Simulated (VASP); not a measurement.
**Be3C2: single point with PBE**

The system is Be3C2.

```
CELL_PARAMETERS angstrom
2.30429 1.33038 4.19415
-2.30429 1.33038 4.19415
0.00000 -2.66076 4.19415
ATOMIC_POSITIONS crystal
Be 0.05625 0.44375 0.75000
Be 0.75000 0.05625 0.44375
Be 0.44375 0.75000 0.05625
Be 0.94375 0.55625 0.25000
Be 0.25000 0.94375 0.55625
Be 0.55625 0.25000 0.94375
C 0.85218 0.85218 0.85218
C 0.64782 0.64782 0.64782
C 0.14782 0.14782 0.14782
C 0.35218 0.35218 0.35218
```

```json
{
 "Program": "VASP 6.6.1",
 "Task": "single point",
 "Functional": "PBE",
 "Potentials or basis": "VASP PAW PBE potentials, release 64 (Be, C)",
 "Cutoff": "520 eV",
 "k mesh": "6 × 6 × 6",
 "Occupations": "gaussian, width 0.1 eV",
 "Spin": "no spin polarisation"
}
```

The pressure is 1.2 GPa. The largest force is 0.475 eV/Å and the band gap on the k mesh is zero (bands 14 and 15 overlap by 0.93 eV).

Forces on the atoms (eV/Å):
```
Be  -0.475  0.000  0.000
Be   0.238 -0.412  0.000
Be   0.238  0.412  0.000
Be   0.475  0.000  0.000
Be  -0.238  0.412  0.000
Be  -0.238 -0.412  0.000
C    0.000  0.000  0.220
C    0.000  0.000 -0.220
C    0.000  0.000 -0.220
C    0.000  0.000  0.220
```

Stress tensor (GPa, compression positive):
```
 5.47  0.00  0.00
 0.00  5.47  0.00
 0.00  0.00 -7.31
```

Levels at points of the mesh, in eV from the Fermi level:
| k point | band 10 | band 11 | band 12 | band 13 | band 14 | band 15 | band 16 | band 17 | band 18 | band 19 |
| --- | --- | --- | --- | --- | --- | --- | --- | --- | --- | --- |
| (0.00, 0.00, 0.00) | -3.59 | -3.55 | -3.55 | -2.98 | -0.06 | -0.06 | 0.96 | 4.53 | 4.53 | 7.05 |
| (0.50, 0.00, 0.00) | -3.48 | -1.29 | -1.29 | -0.45 | -0.45 | 0.46 | 0.46 | 5.60 | 5.60 | 6.80 |
| (0.50, 0.50, 0.00) | -2.17 | -1.64 | -1.25 | -0.87 | -0.84 | 0.13 | 0.60 | 4.14 | 4.63 | 6.13 |
| (0.50, 0.50, 0.50) | -3.66 | -1.08 | -1.08 | -1.08 | -1.08 | -0.20 | -0.20 | 4.97 | 4.97 | 6.88 |

It took 100 s on 1 thread of Intel Xeon 8259CL, on a shared host, peak memory 0.25 GiB.
